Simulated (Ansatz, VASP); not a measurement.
One calculation of C, two programs

```
C
1.0
     0.00000    2.12700    3.34800
     1.22800    0.00000    3.34800
     1.22800    2.12700    0.00000
C
2
Direct
  0.16667 0.83333 0.16667
  0.83333 0.16667 0.83333
```

Alike in both runs: task relaxation of cell and atoms; functional PBEsol; dispersion D3(BJ); k mesh 15 × 15 × 15; occupations gaussian, width 0.15 eV; no spin polarisation.

|  | VASP | Ansatz |
| --- | --- | --- |
| version | VASP 6.6.1 | Ansatz 0.2.0 |
| potentials or method | VASP PAW PBE potentials, release 64 (C), cutoff 600 eV | plane waves, PAW |
| valence electrons in the cell | 8 | 8 |

|  | VASP | Ansatz | Ansatz less VASP |
| --- | --- | --- | --- |
| relaxed volume (Å³/atom) | 8.61 | 8.69 | +0.077 |
| relaxed cell length with the largest relative difference (Å) | 3.512 | 3.541 | +0.0296 |

VASP's potentials were made for PBE, not for PBEsol. Ansatz's warnings: stress scf threshold loose.
